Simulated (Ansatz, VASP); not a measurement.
## One calculation of ZnS, two programs

```
Zn S
1.0
     0.00000    2.72115    2.72115
     2.72115    0.00000    2.72115
     2.72115    2.72115    0.00000
Zn S
1 1
Direct
  0.00000 0.00000 0.00000
  0.25000 0.25000 0.25000
```

Alike in both runs: functional PBE; k mesh 10 × 10 × 10; occupations gaussian, width 0.02 eV; no spin polarisation.

Ansatz relaxed the structure, and its values are those at the end. VASP's run is a single point on that final structure, the one shown.

```csv
,VASP,Ansatz
version,VASP 6.6.1,Ansatz 0.2.0
potentials or method,"VASP PAW PBE potentials, release 64 (Zn, S), cutoff 520 eV","scalar-relativistic, plane waves, PAW"
valence electrons in the cell,18,18
```

Ansatz gave:

| Property | Result |
| --- | --- |
| gap on the k mesh at the Fermi level (eV) | 2.02 |
| least direct gap on the mesh (eV) | 2.02 |
| pressure (GPa) | 0.0 |

Question: What did VASP give for the same quantities?

Answer: gap on the k mesh at the Fermi level (eV): 2.02; least direct gap on the mesh (eV): 2.02; pressure (GPa): 0.2.
